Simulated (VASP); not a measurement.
A run of VASP 6.6.1 is set up as follows.

The input POSCAR:

```
Cs2In6W
1.0
    0.0000000000      5.0475096000      5.0475096000
    5.0475096000      0.0000000000      5.0475096000
    5.0475096000      5.0475096000      0.0000000000
W Cs In
1 2 6
Direct
    0.0000000000      0.0000000000      0.0000000000
    0.2500000000      0.2500000000      0.2500000000
    0.7500000000      0.7500000000      0.7500000000
    0.2312000000      0.7688000000      0.7688000000
    0.7688000000      0.2312000000      0.7688000000
    0.7688000000      0.2312000000      0.2312000000
    0.2312000000      0.7688000000      0.2312000000
    0.7688000000      0.7688000000      0.2312000000
    0.2312000000      0.2312000000      0.7688000000
```

Contents of INCAR.step1:

```
PREC = Accurate
ENCUT = 520
ISMEAR = -1
SIGMA = 0.1
LREAL = False
LASPH = True
NELM = 100
NBANDS = 65
ISYM = 0
GGA = PE
ALGO = Normal
EDIFF = 1E-4
LWAVE = True
LCHARG = False
```

Contents of INCAR.step2:

```
PREC = Accurate
ENCUT = 520
EDIFF = 1E-7
ISMEAR = -1
SIGMA = 0.1
LREAL = False
LASPH = True
NELM = 100
ALGO = Normal
ISIF = 2
LWAVE = False
LCHARG = True
METAGGA = R2SCAN
LMIXTAU = True
LELF = True
LVHAR = True
NBANDS = 65
ISYM = 0
ISTART = 1
```

KPOINTS

```
Automatic mesh
0
Gamma
  3 3 3
```

Potentials or basis: VASP PAW PBE potentials, release 64 (W_sv, Cs_sv, In_d).

Run with:

```sh
$ cat potpaw_PBE.64/W_sv/POTCAR potpaw_PBE.64/Cs_sv/POTCAR potpaw_PBE.64/In_d/POTCAR > POTCAR
$ cp INCAR.step1 INCAR
$ mpirun -np 1 vasp_std > vasp.out
$ cp INCAR.step2 INCAR
$ mpirun -np 1 vasp_std > vasp.out
```

**Question.** What does it give for the pressure?

**Answer.** 20.4 GPa.

**Question.** Estimate the band gap on the k mesh.

**Answer.** 0.05 eV, indirect (least direct gap 0.21 eV).

**Question.** What does it give for the largest force?

**Answer.** 6.660 eV/Å.

Forces on the atoms (eV/Å):
```
W    0.000  0.000  0.000
Cs   0.000  0.000  0.000
Cs   0.000  0.000  0.000
In  -6.660  0.000  0.000
In   0.000 -6.660  0.000
In   6.660  0.000  0.000
In   0.000  6.660  0.000
In   0.000  0.000 -6.660
In   0.000  0.000  6.660
```

Caveat: the PAW data sets were made with another functional, which shifts forces and pressure a little; spin-orbit coupling is left out, which moves the levels of the heavy elements. A k mesh can miss the band edges.
